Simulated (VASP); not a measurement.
Runs of VASP 6.6.1 on Se. The structure is that of space group Pm-3m (No. 221), or close to it. The cells are those of the table. 

```csv
cell,gap on the mesh (eV),pressure (GPa)
"a = 2.857 Å, 1 atom",none,-2.8
"a = 2.714 Å, 1 atom",none,11.6
"a = 2.811 Å, 1 atom",none,0.8
"a = 2.787 Å, 1 atom",none,(a)
"a = 2.834 Å, 1 atom",none,-1.1
"a = 2.763 Å, 1 atom",none,5.5
"a = 2.901 Å, 1 atom",none,-5.5
"a = 2.738 Å, 1 atom",none,(b)
"a = 2.879 Å, 1 atom",none,-4.2
```

Alike in all rows: task single point; level r2SCAN; potentials or basis VASP PAW PBE potentials, release 64 (Se); no spin polarisation; k mesh 8 × 8 × 8; cutoff (eV) 520; smearing fermi-dirac 0.1 eV.

Problem. Fill in the values left out.

Solution. (a) 3.0; (b) 8.3.

Caveats: the PAW data sets were made with another functional, which shifts forces and pressure a little.

A k mesh can miss the band edges, and the runs leave out spin-orbit coupling on Se.

A gap of «none» marks levels without a gap at the run's occupations.
